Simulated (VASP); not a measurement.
A run of VASP 6.6.1 is set up as follows.

Contents of INCAR:

```
SYSTEM = Si2Mo
PREC = Accurate
ENCUT = 520
EDIFF = 1E-6
ISMEAR = -1
SIGMA = 0.05
LREAL = .FALSE.
LASPH = .TRUE.
NELM = 100
ALGO = Normal
ISIF = 2
LWAVE = .FALSE.
LCHARG = .TRUE.
GGA = PE
LELF = .TRUE.
LVHAR = .TRUE.
NBANDS = 18
```

KPOINTS

```
Automatic mesh
0
G
  10 10 10
  0 0 0
```

The input POSCAR:

```
Si2Mo
1.0
   -1.6320000000      1.6320000000      3.9305000000
    1.6320000000     -1.6320000000      3.9305000000
    1.6320000000      1.6320000000     -3.9305000000
Mo Si
1 2
Direct
    0.0000000000      0.0000000000      0.0000000000
    0.6670000000      0.6670000000      0.0000000000
    0.3330000000      0.3330000000      0.0000000000
```

Potentials or basis: VASP PAW PBE potentials, release 64 (Mo_sv, Si).

Launch:

```console
$ cat potpaw_PBE.64/Mo_sv/POTCAR potpaw_PBE.64/Si/POTCAR > POTCAR
$ mpirun -np 1 vasp_std > vasp.out
```

(1) Predict the largest force.

(2) Estimate the pressure.

Answers

(1) 0.354 eV/Å.

(2) -5.1 GPa.
